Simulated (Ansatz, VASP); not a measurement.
## Two plane-wave programs on Rh

```
Rh
1.0
     0.00000    1.91597    1.91597
     1.91597    0.00000    1.91597
     1.91597    1.91597    0.00000
Rh
1
Direct
  0.00000 0.00000 0.00000
```

Alike in both runs: functional PBE; k mesh 19 × 19 × 19; occupations fermi-dirac, width 0.1 eV; no spin polarisation.

Ansatz relaxed the structure, and its values are those at the end. VASP's run is a single point on that final structure, the one shown.

```csv
,VASP,Ansatz
version,VASP 6.6.1,Ansatz 0.2.0
potentials or method,"VASP PAW PBE potentials, release 64 (Rh_pv)","PAW with Ansatz's default frozen-core files, scalar-relativistic"
plane-wave cutoff (eV),520,420
valence electrons in the cell,15,17
```

|  | VASP | Ansatz | Ansatz less VASP |
| --- | --- | --- | --- |
| pressure (GPa) | 0.0 | 0.0 | -0.03 |

The functional is the same, so the differences come from potentials, cutoffs and numerics. VASP's potentials hold 15 valence electrons a cell and Ansatz's 17, so a difference there can come from the potentials and not from the codes.
